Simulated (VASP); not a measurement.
# WSe2 in VASP: single point with PBE+D3(BJ)

Aim: the single point of WSe2 with PBE+D3(BJ).

Everything below comes from runs of VASP 6.6.1. Logs are shortened: lines on timing, memory, paths and dates and some standing lists are left out, and cuts for length are marked.

### Step 1. The cell of the first run

The cell holds a slab with vacuum, 6 atoms: a = 3.285 Å, b = 3.285 Å, c = 24.239 Å, α = 90.00°, β = 90.00°, γ = 120.00°.

### Step 2. Single point, PBE+D3(BJ) (layers slid over each other, then relaxed in part)

INCAR reads:

```
SYSTEM = WSe2
ALGO = Normal ; DIPOL = 0.5 0.5 0.395
EDIFF = 1E-6 ; ENCUT = 520
GGA = PE ; IDIPOL = 3
ISIF = 2 ; ISMEAR = 0
IVDW = 12 ; LASPH = .TRUE.
LCHARG = .TRUE. ; LDIPOL = .TRUE.
LELF = .TRUE. ; LREAL = .FALSE.
LVACPOTAV = .TRUE. ; LVHAR = .TRUE.
LWAVE = .FALSE. ; NBANDS = 35
NELM = 80 ; PREC = Accurate
SIGMA = 0.05
```

KPOINTS reads:

```
k-points
0
G
  9 9 1
  0 0 0
```

POSCAR reads:

```
WSe2
1.0
    3.2854928007      0.0000000000      0.0000000000
   -1.6427464003      2.8453202293      0.0000000000
    0.0000000000      0.0000000000     24.2386464730
Se W
4 2
Direct
    0.3333333333      0.6666666667      0.1856539310
    0.3333333333      0.6666666667      0.3245650639
    0.6666666667      0.8333333334      0.4653819660
    0.6666666667      0.8333333334      0.6042946601
    0.6666666667      0.3333333334      0.2551416205
    0.3333333333      1.1666666666      0.5348053271
```

Potentials or basis: VASP PAW PBE potentials, release 64 (Se, W_sv).

On the command line:

```
> cat potpaw_PBE.64/Se/POTCAR potpaw_PBE.64/W_sv/POTCAR > POTCAR
> mpirun -np 1 vasp_std > vasp.out
```

OUTCAR:

```text
SYSTEM = WSe2
   EDIFF = 1E-6
   ENCUT = 520
   GGA = PE
   ISIF = 2
   ISMEAR = 0
   IVDW = 12
   LASPH = .TRUE.
   LREAL = .FALSE.
   NELM = 80
   PREC = Accurate
 IVDW          = 12

 ion  position               nearest neighbor table
   1  0.333  0.667  0.186-   5 2.54   5 2.54   5 2.54
   2  0.333  0.667  0.325-   5 2.54   5 2.54   5 2.54
   3  0.667  0.833  0.465-   6 2.54   6 2.54   6 2.54
   4  0.667  0.833  0.604-   6 2.54   6 2.54   6 2.54
   5  0.667  0.333  0.255-   2 2.54   2 2.54   2 2.54   1 2.54   1 2.54   1 2.54
   6  0.333  0.167  0.535-   3 2.54   3 2.54   3 2.54   4 2.54   4 2.54   4 2.54

  LATTYP: Found a hexagonal cell.
 ALAT       =     3.2854928007
 C/A-ratio  =     7.3774766659

  Lattice vectors:

 A1 = (   3.2854928007,   0.0000000000,   0.0000000000)
 A2 = (  -1.6427464003,   2.8453202293,   0.0000000000)
 A3 = (   0.0000000000,   0.0000000000,  24.2386464730)

Analysis of symmetry for initial positions (statically):
=====================================================================
 Subroutine PRICEL returns:
 Original cell was already a primitive cell.

 Routine SETGRP: Setting up the symmetry group for a
 hexagonal supercell.

 Subroutine GETGRP returns: Found  4 space group operations
 (whereof  2 operations were pure point group operations)
 out of a pool of 24 trial point group operations.

The static configuration has the point symmetry C_1h.
 The point group associated with its full space group is C_2h.

Analysis of symmetry for dynamics (positions and initial velocities):
=====================================================================
 Subroutine PRICEL returns:
 Original cell was already a primitive cell.

 Routine SETGRP: Setting up the symmetry group for a
 hexagonal supercell.

 Subroutine GETGRP returns: Found  4 space group operations
 (whereof  2 operations were pure point group operations)
 out of a pool of 24 trial point group operations.

The dynamic configuration has the point symmetry C_1h.
 The point group associated with its full space group is C_2h.

 Subroutine INISYM returns: Found  4 space group operations
 (whereof  2 operations are pure point group operations),
 and found     1 'primitive' translations

----------------------------------------------------------------------------------------

                                     Primitive cell

  volume of cell :     226.5896

  direct lattice vectors                    reciprocal lattice vectors
     3.285492801  0.000000000  0.000000000     0.304368343  0.175727145  0.000000000
    -1.642746400  2.845320229  0.000000000     0.000000000  0.351454290  0.000000000
     0.000000000  0.000000000 24.238646473     0.000000000  0.000000000  0.041256429

  length of vectors
     3.285492801  3.285492801 24.238646473     0.351454290  0.351454290  0.041256429

  position of ions in fractional coordinates (direct lattice)
     0.333333333  0.666666667  0.185653931
     0.333333333  0.666666667  0.324565064
     0.666666667  0.833333333  0.465381966
     0.666666667  0.833333333  0.604294660
     0.666666667  0.333333333  0.255141620
     0.333333333  0.166666667  0.534805327

  ion indices of the primitive-cell ions
   primitive index   ion index
                 1           1
                 2           2
                 3           3
                 4           4
                 5           5
                 6           6

----------------------------------------------------------------------------------------

 KPOINTS: k-points

Automatic generation of k-mesh.
 Grid dimensions read from file:
 generate k-points for:    9    9    1

 Generating k-lattice:

  Cartesian coordinates                     Fractional coordinates (reciprocal lattice)
     0.033818705  0.019525238  0.000000000     0.111111111  0.000000000  0.000000000
     0.000000000  0.039050477  0.000000000     0.000000000  0.111111111  0.000000000
     0.000000000  0.000000000  0.041256429     0.000000000  0.000000000  1.000000000

  Length of vectors
     0.039050477  0.039050477  0.041256429

  Shift w.r.t. Gamma in fractional coordinates (k-lattice)
     0.000000000  0.000000000  0.000000000

 Subroutine IBZKPT returns following result:
 ===========================================

 Found     25 irreducible k-points:

 Following reciprocal coordinates:
            Coordinates               Weight
  0.000000  0.000000  0.000000      1.000000
  0.111111  0.000000  0.000000      2.000000
  0.000000  0.111111  0.000000      4.000000
  0.222222  0.000000  0.000000      2.000000
  0.000000  0.222222  0.000000      4.000000
  0.333333  0.000000  0.000000      2.000000
[... 16 lines left out ...]
 -0.222222 -0.444444  0.000000      4.000000
  0.444444  0.333333  0.000000      4.000000
   k-points           NKPTS =     25   k-points in BZ     NKDIM =     25   number of bands    NBANDS=     35
   number of dos      NEDOS =    301   number of ions     NIONS =      6
   total plane-waves  NPLWV = 103680
   dimension x,y,z NGX =    24 NGY =   24 NGZ =  180
   dimension x,y,z NGXF=    48 NGYF=   48 NGZF=  360
   ions per type =               4   2
   NGX,Y,Z   is equivalent  to a cutoff of  12.14, 12.14, 12.35 a.u.
   NGXF,Y,Z  is equivalent  to a cutoff of  24.29, 24.29, 24.69 a.u.
 SYSTEM =  WSe2
   PREC   = accura    normal or accurate (medium, high low for compatibility)
   ISTART =      0    job   : 0-new  1-cont  2-samecut
   ICHARG =      2    charge: 1-file 2-atom 10-const
   ISPIN  =      1    spin polarized calculation?
   LNONCOLLINEAR =      F non collinear calculations
   LSORBIT =      F    spin-orbit coupling
   LASPH  =      T    aspherical Exc in radial PAW
   ENCUT  =  520.0 eV  38.22 Ry    6.18 a.u.   6.11  6.11 45.07*2*pi/ulx,y,z
   NELM   =     80;   NELMIN=  2; NELMDL= -5     # of ELM steps
   EDIFF  = 0.1E-05   stopping-criterion for ELM
   LREAL  =      F    real-space projection
   EDIFFG = 0.1E-04   stopping-criterion for IOM
   NSW    =      0    number of steps for IOM
   IBRION =     -1    ionic relax: 0-MD 1-quasi-New 2-CG
   NFREE  =      0    steps in history (QN), initial steepest desc. (CG)
   ISIF   =      2    stress and relaxation
   ISYM   =      2    0-nonsym 1-usesym 2-fastsym
   POTIM  = 0.5000    time-step for ionic-motion
   TEBEG  =    0.0;   TEEND  =   0.0 temperature during run
   PSTRESS=    0.0 pullay stress
   NELECT =      52.0000    total number of electrons
   NUPDOWN=      -1.0000    fix difference up-down
   EMIN   =  10.00;   EMAX   =-10.00  energy-range for DOS
   EFERMI =   0.00;   METHOD = LEGACY
   ISMEAR =     0;   SIGMA  =   0.05  broadening in eV -4-tet -1-fermi 0-gaus
   EFERMI_NEDOS =   21; number of points for ismear=-14 and -15
   IALGO  =     38    algorithm
   IMIX   =      4    mixing-type and parameters
     AMIX     =   0.40;   BMIX     =  1.00
     AMIX_MAG =   1.60;   BMIX_MAG =  1.00
  volume/ion in A,a.u.               =      37.76       254.85
  Fermi-wavevector in a.u.,A,eV,Ry     =   1.002296  1.894065 13.668372  1.004597
  Thomas-Fermi vector in A             =   2.134774
   LORBIT       =      0    0 simple, 1 ext, 2 COOP (PROOUT), +10 PAW based schemes
   GGA     = PE    functional components
   LHFCALC =     F    Hartree Fock is set to
   AEXX    =    0.0000 exact exchange contribution
   IVDW    =    12    specifies the selected vdW correction
   LEPSILON=     F    determine dielectric tensor
   LRPA    =     F    only Hartree local field effects (RPA)
 non-spin polarized calculation
 Gauss-broadening in eV      SIGMA  =   0.05
  energy-cutoff  :      520.00
  volume of cell :      226.59
 maximum number of plane-waves:      6144
   NGX = 13   NGY = 13   NGZ = 91

 dipolmoment           0.000000      0.000000      0.000025 electrons x Angstroem

 number of electron      51.9999994 magnetization

 dipolmoment           0.000000      0.000000     -0.000294 electrons x Angstroem

 Free energy of the ion-electron system (eV)
  ---------------------------------------------------
  ext. energy  EPLUGINS =         0.00000000
  ---------------------------------------------------
  free energy    TOTEN  =       -43.16415573 eV

  energy without entropy =      -43.16415573  energy(sigma->0) =      -43.16415573

 E-fermi :   1.3227     XC(G=0):  -6.2449

 val. band max:        0.8688543772   @ k =   0.3333   0.3333   0.0000
 cond. band min:       2.3993623890   @ k =  -0.3333   0.2222   0.0000
 fundamental gap:      1.5305080117
 Fermi energy:         1.3226519350

 k-point     1 :       0.0000    0.0000    0.0000
  band No.  band energies     occupation
      1     -73.1767      2.00000
      2     -73.1763      2.00000
      3     -37.4244      2.00000
      4     -37.4239      2.00000
      5     -37.2887      2.00000
      6     -37.2883      2.00000
[... 27 lines left out ...]
     34       4.0355      0.00000
     35       5.1980      0.00000

 k-point     2 :       0.1111    0.0000    0.0000
  band No.  band energies     occupation
      1     -73.1755      2.00000
      2     -73.1751      2.00000
      3     -37.4191      2.00000
      4     -37.4186      2.00000
      5     -37.3161      2.00000
      6     -37.3157      2.00000
[... 27 lines left out ...]
     34       4.1702      0.00000
     35       5.6142      0.00000

 k-point     3 :       0.0000    0.1111    0.0000
  band No.  band energies     occupation
      1     -73.1755      2.00000
      2     -73.1751      2.00000
      3     -37.4191      2.00000
      4     -37.4186      2.00000
      5     -37.3164      2.00000
      6     -37.3160      2.00000
[... 27 lines left out ...]
     34       4.1493      0.00000
     35       5.6119      0.00000
[... 723 lines left out ...]
 k-point    23 :      -0.2222   -0.4444    0.0000
  band No.  band energies     occupation
      1     -73.1656      2.00000
      2     -73.1652      2.00000
      3     -37.4872      2.00000
      4     -37.4868      2.00000
      5     -37.3986      2.00000
      6     -37.3982      2.00000
[... 27 lines left out ...]
     34       5.5432      0.00000
     35       6.0533      0.00000

 k-point    24 :       0.4444    0.3333    0.0000
  band No.  band energies     occupation
      1     -73.1656      2.00000
      2     -73.1652      2.00000
      3     -37.4871      2.00000
      4     -37.4867      2.00000
      5     -37.3987      2.00000
      6     -37.3983      2.00000
[... 27 lines left out ...]
     34       5.5324      0.00000
     35       6.1424      0.00000

 [... further k-points ...]

------------------------ aborting loop because EDIFF is reached ----------------------------------------

 Edisp (eV)   -2.34001

 E8    (eV) :    -1.0754

  FORCE on cell =-STRESS in cart. coord.  units (eV):
  Direction    XX          YY          ZZ          XY          YZ          ZX
  --------------------------------------------------------------------------------------
  -------------------------------------------------------------------------------------
  Total       0.10853     0.04155     0.28295     0.05801     0.12751     0.22085
  in kB       0.76742     0.29382     2.00070     0.41015     0.90158     1.56159
  external pressure =        1.02 kB  Pullay stress =        0.00 kB

 VOLUME and BASIS-vectors are now :
 -----------------------------------------------------------------------------
  energy-cutoff  :      520.00
  volume of cell :      226.59
      direct lattice vectors                 reciprocal lattice vectors
     3.285492801  0.000000000  0.000000000     0.304368343  0.175727145  0.000000000
    -1.642746400  2.845320229  0.000000000     0.000000000  0.351454290  0.000000000
     0.000000000  0.000000000 24.238646473     0.000000000  0.000000000  0.041256429

 POSITION                                       TOTAL-FORCE (eV/Angst)
 -----------------------------------------------------------------------------------
     -0.00000      1.89688      4.50000        -0.000231     -0.000133     -0.048358
     -0.00000      1.89688      7.86702        -0.036788     -0.021239      0.048183
      0.82137      2.37110     11.28023         0.036788      0.021239     -0.048183
      0.82137      2.37110     14.64728         0.000231      0.000133      0.048358
      1.64275      0.94844      6.18429        -0.013618     -0.007862     -0.000987
      0.82137      0.47422     12.96296         0.013618      0.007862      0.000987
 -----------------------------------------------------------------------------------
    total drift:                                0.000003      0.000001     -0.033128

  FREE ENERGIE OF THE ION-ELECTRON SYSTEM (eV)
  ---------------------------------------------------
  free  energy   TOTEN  =       -45.5041677581 eV

  energy  without entropy=      -45.5041677581  energy(sigma->0) =      -45.50416776

 vacuum level on the upper side and lower side of the slab         5.923         5.929
```

Run time: 6 min. Hardware: 1 thread of Intel Xeon 8259CL, shared host; peak memory 0.42 GiB.

What came out:

| Quantity | Value |
| --- | --- |
| Free energy | -45.5042 eV |
| Largest force | 0.064 eV/Å |
| Band gap on the k mesh | 1.53 eV (least direct gap 1.66 eV) |
| Dispersion energy per atom | -0.390 eV |

Forces on the atoms (eV/Å):
```
Se   0.000  0.000 -0.048
Se  -0.037 -0.021  0.048
Se   0.037  0.021 -0.048
Se   0.000  0.000  0.048
W   -0.014 -0.008 -0.001
W    0.014  0.008  0.001
```

Caveat: the cell differs from its parent crystal (layers slid over each other, then relaxed in part); spin-orbit coupling is left out, which moves the levels of the heavy elements.
